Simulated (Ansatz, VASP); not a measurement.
## One calculation of InO, two programs

File POSCAR:

```
InO
1.0
    3.4536140000      0.0000000000      0.0000000000
   -1.7268070000      2.9909174589      0.0000000000
    0.0000000000      0.0000000000     15.8771000000
In O
2 2
Direct
    0.6666670000      0.3333330000      0.5900210000
    0.6666670000      0.3333330000      0.4099790000
    0.0000000000      0.0000000000      0.6398670000
    0.0000000000      0.0000000000      0.3601330000
```

Contents of INCAR.step1:

```
ALGO = Normal
EDIFF = 1E-4
ENCUT = 520
GGA = PE
ISMEAR = 0
LASPH = T
LCHARG = F
LREAL = F
LWAVE = T
NBANDS = 27
NELM = 80
PREC = Accurate
SIGMA = 0.01
```

File INCAR.step2:

```
ALGO = Normal
EDIFF = 1E-6
ENCUT = 520
ISIF = 2
ISMEAR = 0
ISTART = 1
LASPH = T
LCHARG = F
LMIXTAU = T
LREAL = F
LWAVE = F
METAGGA = R2SCAN
NBANDS = 27
NELM = 80
PREC = Accurate
SIGMA = 0.01
```

The input KPOINTS:

```
k-points
0
Gamma
  6 6 1
```

Input for Ansatz:

```yaml
crystal:
  lattice:
    - [3.453614, 0.0, 0.0]
    - [-1.7268069999999993, 2.9909174588655905, 0.0]
    - [0.0, 0.0, 15.8771]
  atoms:
    - { symbol: In, position: [0.666667, 0.333333, 0.5900210000000001] }
    - { symbol: In, position: [0.666667, 0.333333, 0.409979] }
    - { symbol: O, position: [0.0, 0.0, 0.639867] }
    - { symbol: O, position: [0.0, 0.0, 0.360133] }
basis:
  ecutwfc: 675.0
kpoints:
  mp_grid:
    grid: [6, 6, 1]
hamiltonian:
  xc: r2scan
scf:
  occupations:
    method: fixed
output:
  forces: true
  stress: true
```

Alike in both runs: task single point; functional r2SCAN; k mesh 6 × 6 × 1; no spin polarisation.

|  | VASP | Ansatz |
| --- | --- | --- |
| version | VASP 6.6.1 | Ansatz 0.2.0 |
| potentials or method | VASP PAW PBE potentials, release 64 (In_d, O), cutoff 520 eV | plane waves, PAW |
| occupations | gaussian, width 0.01 eV | fixed |
| valence electrons in the cell | 38 | 38 |

```csv
,VASP,Ansatz,Ansatz less VASP
rms of the force components (eV/Å),0.163,0.196,+0.0331
```

VASP's potentials were made for PBE, not for r2SCAN. Atom by atom the forces differ by 0.033 eV/Å (rms over components). Ansatz's warnings: structure snapped to symmetry.
